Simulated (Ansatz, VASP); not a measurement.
# One calculation of CdPd, two programs

```
CELL_PARAMETERS angstrom
3.02760 0.00000 0.00000
0.00000 3.02760 0.00000
0.00000 0.00000 3.63100
ATOMIC_POSITIONS crystal
Cd 0.00000 0.00000 0.00000
Pd 0.50000 0.50000 0.50000
```

Alike in both runs: task single point; functional LDA; k mesh 7 × 7 × 6; no spin polarisation.

|  | VASP | Ansatz |
| --- | --- | --- |
| version | VASP 6.6.1 | Ansatz 0.2.0 |
| potentials or method | VASP PAW LDA potentials, release 64 (Cd, Pd) | plane waves, PAW |
| plane-wave cutoff (eV) | 520 | 420 |
| occupations | methfessel-paxton of order 1, width 0.1 eV | cold, width 0.1 eV |
| valence electrons in the cell | 22 | 38 |

Ansatz gave:

| Property | Result |
| --- | --- |
| gap on the k mesh at the Fermi level (eV) | none |
| pressure (GPa) | -6.2 |
| traceless stress, the component that is largest in VASP (GPa) | 1.22 |

Question: Estimate VASP's values.

Answer: gap on the k mesh at the Fermi level (eV): none; pressure (GPa): -5.0; traceless stress, the component that is largest in VASP (GPa): 1.35.

LDA's correlation is that of Perdew and Zunger in VASP and of Perdew and Wang (1992) in Ansatz. A gap of «none» marks a metal or a gap that the smearing closes. VASP's potentials hold 22 valence electrons a cell and Ansatz's 38, so a difference there can come from the potentials and not from the codes. Ansatz's warnings: stress scf threshold loose.
